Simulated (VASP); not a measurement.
RuAu: relaxation of cell and atoms with PBEsol

Crystal: RuAu.

```
Ru Au
1.0
     3.16481    0.00000    0.00000
     0.00000    3.16481    0.00000
     0.00000    0.00000    3.16481
Ru Au
1 1
Direct
  0.00000 0.00000 0.00000
  0.50000 0.50000 0.50000
```

```yaml
Program: VASP 6.6.1
Task: relaxation of cell and atoms
Functional: PBEsol
Potentials_or_basis: VASP PAW PBE potentials, release 64 (Ru_pv, Au)
Cutoff: 500 eV
k_mesh: 8 × 8 × 8
Occupations: fermi-dirac, width 0.05 eV
Spin: no spin polarisation
Target_pressure: 30 GPa
Dipole_correction: no
Further_INCAR_settings: ALGO = Normal; EDIFF = 1e-07; IBRION = 2; EDIFFG = -0.01; NSW = 60; ISIF = 3
```

- Relaxed volume: 13.80 Å³/atom
- Relaxed cell: a = 3.022 Å, b = 3.022 Å, c = 3.022 Å, α = 90.00°, β = 90.00°, γ = 90.00°
- Space group after relaxing (to 0.1 Å): Pm-3m (No. 221)
- Energy change on relaxing (the run minimises the enthalpy): +98.7 meV/atom
- Ionic steps: 16
- Pressure after relaxing: 30.0 GPa
- Band gap on the k mesh: zero (an odd number of electrons rules out a gap without spin polarisation)

The path:
```tsv
step	energy change (eV)	largest force (eV/Å)	pressure (GPa)	volume (Å³)
1	0.0000	0.0000	-9.08	31.70
2	14.1263	0.0000	595.33	17.07
3	0.0803	0.0000	20.11	28.35
4	0.1324	0.0000	24.81	27.98
5	0.1992	0.0000	30.14	27.59
6	0.1847	0.0000	29.02	27.67
7	0.1859	0.0000	29.11	27.66
8	0.1894	0.0000	29.38	27.64
9	0.1894	0.0000	29.39	27.64
10	0.1896	0.0000	29.40	27.64
11	0.1900	0.0000	29.43	27.64
12	0.1908	0.0000	29.48	27.64
13	0.1924	0.0000	29.61	27.63
14	0.1956	0.0000	29.85	27.61
15	0.2020	0.0000	30.34	27.58
16	0.1975	0.0000	29.99	27.60
```

Final structure:
```
Ru Au
1.0
     3.02208    0.00000    0.00000
     0.00000    3.02208    0.00000
     0.00000    0.00000    3.02208
Ru Au
1 1
Cartesian
  0.0000 0.0000 0.0000
  1.5110 1.5110 1.5110
```

Levels at points of the mesh, in eV from the Fermi level:
```tsv
k point	band 8	band 9	band 10	band 11	band 12	band 13	band 14	band 15	band 16
(0.00, 0.00, 0.00)	-5.01	-5.01	-1.35	-1.35	0.73	0.73	0.73	8.02	8.02
(0.50, 0.00, 0.00)	-5.08	-4.12	-3.70	-2.20	-2.20	-1.78	-0.71	1.66	10.93
(0.50, 0.50, 0.00)	-3.00	-2.57	-0.93	-0.11	-0.11	0.53	1.12	1.12	6.82
(0.50, 0.50, 0.50)	-4.40	-4.40	-2.93	-2.93	0.63	0.63	3.93	9.61	9.80
```

Wall time 52 s on 1 thread of Intel(R) Xeon(R) 6975P-C (Granite Rapids) (shared host), peak memory 0.15 GiB.

Caveat: the cell is relaxed towards a set pressure, so the run minimises the enthalpy, not the energy; the PAW data sets were made with another functional, which shifts forces and pressure a little; spin-orbit coupling is left out, which moves the levels of the heavy elements.
